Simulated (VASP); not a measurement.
A run of VASP 6.6.1 is set up as follows.

File INCAR:

```
SYSTEM = HfO2
PREC     = Accurate       ! precision mode
ENCUT    = 600            ! plane-wave cutoff, eV
EDIFF    = 1E-6           ! SCF threshold, eV
ISMEAR   = 0              ! smearing method
SIGMA    = 0.02           ! smearing width, eV
LREAL    = .False.        ! projectors in reciprocal space
LASPH    = .True.         ! aspherical terms in the spheres
NELM     = 120            ! most SCF steps
ALGO     = Normal         ! electronic algorithm
ISIF     = 2              ! what is computed and relaxed
LWAVE    = .False.        ! write WAVECAR
LCHARG   = .True.         ! write CHGCAR
GGA      = PE             ! functional
LELF     = .True.         ! ELF
LVHAR    = .True.       
NBANDS   = 18             ! bands
GGA_COMPAT= .False.
```

Contents of KPOINTS:

```
regular mesh
0
Gamma
  6 6 6
  0 0 0
```

File POSCAR:

```
HfO2
1.0
    0.0000000000      2.5575000000      2.5575000000
    2.5575000000      0.0000000000      2.5575000000
    2.5575000000      2.5575000000      0.0000000000
Hf O
1 2
Direct
    0.0000000000      0.0000000000      0.0000000000
    0.2500000000      0.2500000000      0.2500000000
    0.7500000000      0.7500000000      0.7500000000
```

Potentials or basis: VASP PAW PBE potentials, release 64 (Hf_pv, O).

The run is started by

```sh
$ cat potpaw_PBE.64/Hf_pv/POTCAR potpaw_PBE.64/O/POTCAR > POTCAR
$ mpirun -np 1 vasp_std > vasp.out
```

Q: Predict the pressure.

A: -6.2 GPa.

Q: What does it give for the band gap on the k mesh?

A: 3.73 eV, direct.

Caveat: spin-orbit coupling is left out, which moves the levels of the heavy elements. A hybrid or GW would open this gap; PBE tends to underestimate it.
